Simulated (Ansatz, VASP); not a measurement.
# Two plane-wave programs on W

Contents of INCAR:

```
PREC     = Accurate       # precision mode
ENCUT    = 520            # plane-wave cutoff, eV
EDIFF    = 1E-7           # SCF threshold, eV
ISMEAR   = -1             # smearing method
SIGMA    = 0.08           # smearing width, eV
LREAL    = False          # projectors in reciprocal space
LASPH    = True           # aspherical terms in the spheres
NELM     = 60             # most SCF steps
ALGO     = Normal         # electronic algorithm
ISIF     = 2              # what is computed and relaxed
LWAVE    = False          # write WAVECAR
LCHARG   = False          # write CHGCAR
NBANDS   = 13             # bands
```

File KPOINTS:

```
Automatic mesh
0
Gamma
  16 16 16
```

File POSCAR:

```
W
1.0
    0.0000000000      1.6752831025      1.6752831025
    1.6752831025      0.0000000000      1.6752831025
    1.6752831025      1.6752831025      0.0000000000
W
1
Direct
    0.0000000000      0.0000000000      0.0000000000
```

Input for Ansatz:

```yaml
crystal:
  lattice:
    - [0.0, 1.6752831025, 1.6752831025]
    - [1.6752831025, 0.0, 1.6752831025]
    - [1.6752831025, 1.6752831025, 0.0]
  atoms:
    - { symbol: W, position: [0.0, 0.0, 0.0] }
kpoints:
  mp_grid: { grid: [16, 16, 16] }
scf:
  occupations: { method: fermi_dirac, width: 0.08 }
hamiltonian:
  xc: lda
  pseudopotentials: { kind: paw }
output:
  forces: true
  stress: true
  eigenvalues: true
  populations: true
```

Change from the starting cell: volume scaled by 0.6, PAW files.

Alike in both runs: task single point; functional LDA; k mesh 16 × 16 × 16; occupations fermi-dirac, width 0.08 eV; no spin polarisation.

|  | VASP | Ansatz |
| --- | --- | --- |
| version | VASP 6.6.1 | Ansatz 0.2.0 |
| potentials or method | VASP PAW LDA potentials, release 64 (W_sv) | PAW with Ansatz's default frozen-core files, scalar-relativistic |
| plane-wave cutoff (eV) | 520 | 420 |
| valence electrons in the cell | 14 | 14 |

|  | VASP | Ansatz | Ansatz less VASP |
| --- | --- | --- | --- |
| pressure (GPa) | 446.0 | 424.4 | -21.66 |

LDA's correlation is that of Perdew and Zunger in VASP and of Perdew and Wang (1992) in Ansatz. Both programs put the cell under a high pressure, so it lies far from rest at this level.

Neither program's run includes spin-orbit coupling. Noted on VASP's run: the cell as given lies far from equilibrium.
